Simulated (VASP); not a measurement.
# BaTiO3 (R3m) in VASP: single point with PBE

Aim: the single point of BaTiO3 with PBE.

Everything below comes from runs of VASP 6.6.1. Logs are shortened: lines on timing, memory, paths and dates and some standing lists are left out, and cuts for length are marked.

## Step 1: The cell of the first run

It takes space group R3m (No. 160, trigonal). Conventional cell: a = 5.776 Å, b = 5.776 Å, c = 7.156 Å, α = 90.00°, β = 90.00°, γ = 120.00°. Ba (site symmetry 3m) has 12 O at 2.80 to 3.03 Å and 8 Ti at 3.47 to 3.69 Å within 3.7 Å. Within 2.5 Å of Ti (site symmetry 3m) lie 6 O at 1.86 to 2.26 Å. Within 2.5 Å of O (site symmetry m) lie 2 Ti at 1.86 to 2.26 Å.

## Step 2: Single point, PBE (13.78 Å³/atom)

The input, INCAR:

```
ALGO = Normal ; EDIFF = 1E-6
ENCUT = 1340 ; GGA = PE
GGA_COMPAT = False ; ISIF = 2
ISMEAR = 0 ; LASPH = True
LCHARG = False ; LREAL = False
LWAVE = False ; NBANDS = 28
NELM = 120 ; PREC = Accurate
SIGMA = 0.02
```

The input, KPOINTS:

```
k-points
0
Gamma
  6 6 6
```

The input, POSCAR:

```
BaTiO3
1.0
    2.8880206974      1.6673995271      2.3852362890
   -2.8880206974      1.6673995271      2.3852362890
    0.0000000000     -3.3347990542      2.3852362889
Ba Ti O
1 1 3
Direct
    0.0073400755      0.0073400755      0.0073400755
    0.5225461636      0.5225461636      0.5225461636
    0.4874402905      0.4874402905      0.9739331800
    0.4874402905      0.9739331800      0.4874402905
    0.9739331800      0.4874402905      0.4874402905
```

Potentials or basis: VASP PAW PBE potentials, release 64 (Ba_sv, Ti_sv, O_h).

Launch:

```
$ cat potpaw_PBE.64/Ba_sv/POTCAR potpaw_PBE.64/Ti_sv/POTCAR potpaw_PBE.64/O_h/POTCAR > POTCAR
$ mpirun -np 1 vasp_std > vasp.out
```

OUTCAR:

```text
EDIFF = 1E-6
   ENCUT = 1340
   GGA = PE
   ISIF = 2
   ISMEAR = 0
   LASPH = True
   LREAL = False
   NELM = 120
   PREC = Accurate

 ion  position               nearest neighbor table
   1  0.007  0.007  0.007-   4 2.80   5 2.80   3 2.80   3 2.89   3 2.89   4 2.89   5 2.89   5 2.89
                             4 2.89   5 3.03   4 3.03   3 3.03   2 3.47   2 3.51   2 3.51   2 3.51
   2  0.523  0.523  0.523-   3 1.86   4 1.86   5 1.86   1 3.47   1 3.51   1 3.51   1 3.51   1 3.58
                             1 3.58   1 3.58   1 3.69
   3  0.487  0.487  0.974-   2 1.86   1 2.80   1 2.89   1 2.89   1 3.03
   4  0.487  0.974  0.487-   2 1.86   1 2.80   1 2.89   1 2.89   1 3.03
   5  0.974  0.487  0.487-   2 1.86   1 2.80   1 2.89   1 2.89   1 3.03

  LATTYP: Found a trigonal (rhomboedric) cell.
 ALAT       =     4.1000288884
 COS(alpha) =     0.0076685290

  Lattice vectors:

 A1 = (   2.8880206974,   1.6673995271,   2.3852362890)
 A2 = (  -2.8880206974,   1.6673995271,   2.3852362890)
 A3 = (   0.0000000000,  -3.3347990542,   2.3852362889)

Analysis of symmetry for initial positions (statically):
=====================================================================
 Subroutine PRICEL returns:
 Original cell was already a primitive cell.

 Routine SETGRP: Setting up the symmetry group for a
 trigonal (rhombohedral) supercell.

 Subroutine GETGRP returns: Found  6 space group operations
 (whereof  6 operations were pure point group operations)
 out of a pool of 12 trial point group operations.

The static configuration has the point symmetry C_3v.

Analysis of symmetry for dynamics (positions and initial velocities):
=====================================================================
 Subroutine PRICEL returns:
 Original cell was already a primitive cell.

 Routine SETGRP: Setting up the symmetry group for a
 trigonal (rhombohedral) supercell.

 Subroutine GETGRP returns: Found  6 space group operations
 (whereof  6 operations were pure point group operations)
 out of a pool of 12 trial point group operations.

The dynamic configuration has the point symmetry C_3v.

 Subroutine INISYM returns: Found  6 space group operations
 (whereof  6 operations are pure point group operations),
 and found     1 'primitive' translations

----------------------------------------------------------------------------------------

                                     Primitive cell

  volume of cell :      68.9164

  direct lattice vectors                    reciprocal lattice vectors
     2.888020697  1.667399527  2.385236289     0.173128953  0.099956048  0.139748559
    -2.888020697  1.667399527  2.385236289    -0.173128953  0.099956048  0.139748559
     0.000000000 -3.334799054  2.385236289     0.000000000 -0.199912095  0.139748559

  length of vectors
     4.100028888  4.100028888  4.100028888     0.243914956  0.243914956  0.243914956

  position of ions in fractional coordinates (direct lattice)
     0.007340075  0.007340075  0.007340075
     0.522546164  0.522546164  0.522546164
     0.487440290  0.487440290  0.973933180
     0.487440290  0.973933180  0.487440290
     0.973933180  0.487440290  0.487440290

  ion indices of the primitive-cell ions
   primitive index   ion index
                 1           1
                 2           2
                 3           3
                 4           4
                 5           5

----------------------------------------------------------------------------------------

 KPOINTS: k-points

Automatic generation of k-mesh.
 Grid dimensions read from file:
 generate k-points for:    6    6    6

 Generating k-lattice:

  Cartesian coordinates                     Fractional coordinates (reciprocal lattice)
     0.028854826  0.016659341  0.023291426     0.166666667  0.000000000  0.000000000
    -0.028854826  0.016659341  0.023291426     0.000000000  0.166666667  0.000000000
     0.000000000 -0.033318683  0.023291426     0.000000000  0.000000000  0.166666667

  Length of vectors
     0.040652493  0.040652493  0.040652493

  Shift w.r.t. Gamma in fractional coordinates (k-lattice)
     0.000000000  0.000000000  0.000000000

 Subroutine IBZKPT returns following result:
 ===========================================

 Found     32 irreducible k-points:

 Following reciprocal coordinates:
            Coordinates               Weight
  0.000000  0.000000  0.000000      1.000000
  0.166667 -0.000000 -0.000000      6.000000
  0.333333  0.000000 -0.000000      6.000000
  0.500000 -0.000000 -0.000000      3.000000
  0.166667  0.166667 -0.000000      6.000000
  0.333333  0.166667 -0.000000     12.000000
[... 16 lines left out ...]
  0.500000  0.500000  0.166667      6.000000
 -0.333333  0.500000  0.166667     12.000000
 [... further k-points ...]
   k-points           NKPTS =     32   k-points in BZ     NKDIM =     32   number of bands    NBANDS=     28
   number of dos      NEDOS =    301   number of ions     NIONS =      5
   total plane-waves  NPLWV = 125000
   dimension x,y,z NGX =    50 NGY =   50 NGZ =   50
   dimension x,y,z NGXF=   100 NGYF=  100 NGZF=  100
   ions per type =               1   1   3
   NGX,Y,Z   is equivalent  to a cutoff of  20.27, 20.27, 20.27 a.u.
   NGXF,Y,Z  is equivalent  to a cutoff of  40.55, 40.55, 40.55 a.u.
 SYSTEM =  unknown system
   PREC   = accura    normal or accurate (medium, high low for compatibility)
   ISTART =      0    job   : 0-new  1-cont  2-samecut
   ICHARG =      2    charge: 1-file 2-atom 10-const
   ISPIN  =      1    spin polarized calculation?
   LNONCOLLINEAR =      F non collinear calculations
   LSORBIT =      F    spin-orbit coupling
   LASPH  =      T    aspherical Exc in radial PAW
   ENCUT  = 1340.0 eV  98.49 Ry    9.92 a.u.  12.24 12.24 12.24*2*pi/ulx,y,z
   NELM   =    120;   NELMIN=  2; NELMDL= -5     # of ELM steps
   EDIFF  = 0.1E-05   stopping-criterion for ELM
   LREAL  =      F    real-space projection
   EDIFFG = 0.1E-04   stopping-criterion for IOM
   NSW    =      0    number of steps for IOM
   IBRION =     -1    ionic relax: 0-MD 1-quasi-New 2-CG
   NFREE  =      0    steps in history (QN), initial steepest desc. (CG)
   ISIF   =      2    stress and relaxation
   ISYM   =      2    0-nonsym 1-usesym 2-fastsym
   POTIM  = 0.5000    time-step for ionic-motion
   TEBEG  =    0.0;   TEEND  =   0.0 temperature during run
   PSTRESS=    0.0 pullay stress
   NELECT =      40.0000    total number of electrons
   NUPDOWN=      -1.0000    fix difference up-down
   EMIN   =  10.00;   EMAX   =-10.00  energy-range for DOS
   EFERMI =   0.00;   METHOD = LEGACY
   ISMEAR =     0;   SIGMA  =   0.02  broadening in eV -4-tet -1-fermi 0-gaus
   EFERMI_NEDOS =   21; number of points for ismear=-14 and -15
   IALGO  =     38    algorithm
   IMIX   =      4    mixing-type and parameters
     AMIX     =   0.40;   BMIX     =  1.00
     AMIX_MAG =   1.60;   BMIX_MAG =  1.00
  volume/ion in A,a.u.               =      13.78        93.01
  Fermi-wavevector in a.u.,A,eV,Ry     =   1.365591  2.580593 25.372669  1.864839
  Thomas-Fermi vector in A             =   2.491806
   LORBIT       =      0    0 simple, 1 ext, 2 COOP (PROOUT), +10 PAW based schemes
   GGA     = PE    functional components
   LHFCALC =     F    Hartree Fock is set to
   AEXX    =    0.0000 exact exchange contribution
   IVDW    =     0    specifies the selected vdW correction
   LEPSILON=     F    determine dielectric tensor
   LRPA    =     F    only Hartree local field effects (RPA)
 non-spin polarized calculation
 Gauss-broadening in eV      SIGMA  =   0.02
  energy-cutoff  :     1340.00
  volume of cell :       68.92
 maximum number of plane-waves:      7704
 NGX is ok and might be reduce to    50
   NGX = 25   NGY = 25   NGZ = 25

 number of electron      39.9999999 magnetization

 Free energy of the ion-electron system (eV)
  ---------------------------------------------------
  ext. energy  EPLUGINS =         0.00000000
  ---------------------------------------------------
  free energy    TOTEN  =       -40.08444818 eV

  energy without entropy =      -40.08444818  energy(sigma->0) =      -40.08444818

 E-fermi :   3.6405     XC(G=0): -10.8472

 val. band max:        3.5218121251   @ k =   0.5000   0.5000   0.5000
 cond. band min:       6.2798042639   @ k =   0.1667  -0.0000  -0.0000
 fundamental gap:      2.7579921388
 Fermi energy:         3.6404966529

 k-point     1 :       0.0000    0.0000    0.0000
  band No.  band energies     occupation
      1     -52.7250      2.00000
      2     -28.9884      2.00000
      3     -28.9820      2.00000
      4     -28.9820      2.00000
      5     -21.4472      2.00000
      6     -13.0877      2.00000
[... 20 lines left out ...]
     27       8.5861      0.00000
     28      10.1389      0.00000

 k-point     2 :       0.1667   -0.0000   -0.0000
  band No.  band energies     occupation
      1     -52.7248      2.00000
      2     -28.9946      2.00000
      3     -28.9848      2.00000
      4     -28.9816      2.00000
      5     -21.4275      2.00000
      6     -13.0919      2.00000
[... 20 lines left out ...]
     27       9.0470      0.00000
     28      10.7723      0.00000

 k-point     3 :       0.3333    0.0000   -0.0000
  band No.  band energies     occupation
      1     -52.7245      2.00000
      2     -29.0126      2.00000
      3     -28.9848      2.00000
      4     -28.9809      2.00000
      5     -21.3875      2.00000
      6     -13.1581      2.00000
[... 20 lines left out ...]
     27      10.1066      0.00000
     28      11.6030      0.00000

 k-point     4 :       0.5000   -0.0000   -0.0000
  band No.  band energies     occupation
      1     -52.7243      2.00000
      2     -29.0218      2.00000
      3     -28.9846      2.00000
      4     -28.9806      2.00000
      5     -21.3673      2.00000
      6     -13.2106      2.00000
[... 578 lines left out ...]
     27      10.7372      0.00000
     28      11.5234      0.00000

 k-point    23 :       0.5000    0.5000    0.1667
  band No.  band energies     occupation
      1     -52.7235      2.00000
      2     -29.0211      2.00000
      3     -29.0168      2.00000
      4     -28.9901      2.00000
      5     -21.3012      2.00000
      6     -12.6163      2.00000
[... 20 lines left out ...]
     27      11.6674      0.00000
     28      11.9713      0.00000

 k-point    24 :      -0.3333    0.5000    0.1667
  band No.  band energies     occupation
      1     -52.7236      2.00000
      2     -29.0200      2.00000
      3     -29.0094      2.00000
      4     -28.9904      2.00000
      5     -21.3144      2.00000
      6     -12.7664      2.00000
[... 20 lines left out ...]
     27      11.3464      0.00000
     28      11.7940      0.00000

 [... further k-points ...]

------------------------ aborting loop because EDIFF is reached ----------------------------------------

  FORCE on cell =-STRESS in cart. coord.  units (eV):
  Direction    XX          YY          ZZ          XY          YZ          ZX
  --------------------------------------------------------------------------------------
  -------------------------------------------------------------------------------------
  Total       -0.5457417     -0.5457417     -0.5714762      0.0000000     -0.0000000     -0.0000000
  in kB      -12.6874716    -12.6874716    -13.2857512      0.0000000     -0.0000000     -0.0000000
  external PRESSURE =     -12.8868981 kB  Pullay stress =       0.0000000 kB

 VOLUME and BASIS-vectors are now :
 -----------------------------------------------------------------------------
  energy-cutoff  :     1340.00
  volume of cell :       68.92
      direct lattice vectors                 reciprocal lattice vectors
     2.888020697  1.667399527  2.385236289     0.173128953  0.099956048  0.139748559
    -2.888020697  1.667399527  2.385236289    -0.173128953  0.099956048  0.139748559
     0.000000000 -3.334799054  2.385236289     0.000000000 -0.199912095  0.139748559

 POSITION                                       TOTAL-FORCE (eV/Angst)
 -----------------------------------------------------------------------------------
      0.00000      0.00000      0.05252        -0.000000      0.000000     -0.051788
      0.00000      0.00000      3.73919        -0.000000      0.000000     -0.060339
      0.00000     -1.62236      4.64838        -0.000000     -0.020023      0.037376
     -1.40500      0.81118      4.64838        -0.017340      0.010011      0.037376
      1.40500      0.81118      4.64838         0.017340      0.010011      0.037376
 -----------------------------------------------------------------------------------
    total drift:                                0.000000     -0.000000      0.001378

  FREE ENERGIE OF THE ION-ELECTRON SYSTEM (eV)
  ---------------------------------------------------
  free  energy   TOTEN  =       -40.0844481790 eV

  energy  without entropy=      -40.0844481790  energy(sigma->0) =      -40.08444818
```

Run time: 5.4 min. Hardware: 1 thread of AMD EPYC 7R43 (Zen 3), shared host; peak memory 0.48 GiB.

What came out:

```yaml
Free_energy: -40.0844 eV
Pressure: -1.3 GPa
Largest_force: 0.060 eV/Å
Band_gap_on_the_k_mesh: 2.76 eV (least direct gap 3.34 eV)
```

Forces on the atoms (eV/Å):
```
Ba   0.000  0.000 -0.052
Ti   0.000  0.000 -0.060
O    0.000 -0.020  0.037
O   -0.017  0.010  0.037
O    0.017  0.010  0.037
```

Caveat: spin-orbit coupling is left out, which moves the levels of the heavy elements. A k mesh can miss the band edges.
